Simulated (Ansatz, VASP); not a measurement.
# Two plane-wave programs on HfSiO4

```
Hf Si O
1.0
     0.00000   -6.58202    0.00000
    -6.58202    0.00000    0.00000
     3.29101    3.29101   -8.94920
Hf Si O
6 6 24
Direct
  0.33333 0.33333 0.66667
  0.00000 0.00000 0.00000
  0.66667 0.66667 0.33333
  0.08333 0.58333 0.16667
  0.75000 0.25000 0.50000
  0.41667 0.91667 0.83333
  0.58333 0.08333 0.16667
  0.25000 0.75000 0.50000
  0.91667 0.41667 0.83333
  0.50000 0.50000 0.00000
  0.16667 0.16667 0.33333
  0.83333 0.83333 0.66667
  0.41208 0.22729 0.45458
  0.07875 0.89396 0.78792
  0.74542 0.56062 0.12125
  0.64396 0.95917 0.28792
  0.31062 0.62583 0.62125
  0.97729 0.29250 0.95458
  0.64396 0.32875 0.28792
  0.31062 0.99542 0.62125
  0.97729 0.66208 0.95458
  0.37583 0.56062 0.12125
  0.04250 0.22729 0.45458
  0.70917 0.89396 0.78792
  0.10604 0.29083 0.21208
  0.77271 0.95750 0.54542
  0.43938 0.62417 0.87875
  0.33792 0.02271 0.04542
  0.00458 0.68938 0.37875
  0.67125 0.35604 0.71208
  0.70750 0.02271 0.04542
  0.37417 0.68938 0.37875
  0.04083 0.35604 0.71208
  0.43938 0.25458 0.87875
  0.10604 0.92125 0.21208
  0.77271 0.58792 0.54542
```

Alike in both runs: task single point; functional PBEsol; k mesh 2 × 2 × 2; occupations gaussian, width 0.02 eV; no spin polarisation.

|  | VASP | Ansatz |
| --- | --- | --- |
| version | VASP 6.6.1 | Ansatz 0.2.0 |
| potentials or method | VASP PAW PBE potentials, release 64 (Hf_pv, Si, O), cutoff 520 eV | scalar-relativistic, plane waves, PAW |
| valence electrons in the cell | 228 | 324 |

```tsv
	VASP	Ansatz	Ansatz less VASP
gap on the k mesh at the Fermi level (eV)	5.34	5.38	+0.047
least direct gap on the mesh (eV)	5.73	5.78	+0.049
pressure (GPa)	-1.4	0.0	+1.33
traceless stress, the component that is largest in VASP (GPa)	0.34	0.01	-0.329
rms of the force components (eV/Å)	0.104	0.009	-0.0948
```

VASP's potentials were made for PBE, not for PBEsol. Atom by atom the forces differ by 0.108 eV/Å (rms over components). VASP's potentials hold 228 valence electrons a cell and Ansatz's 324, so a difference there can come from the potentials and not from the codes.

The k mesh is coarse, so the values compare programs but aren't converged. Spin-orbit coupling is off throughout.
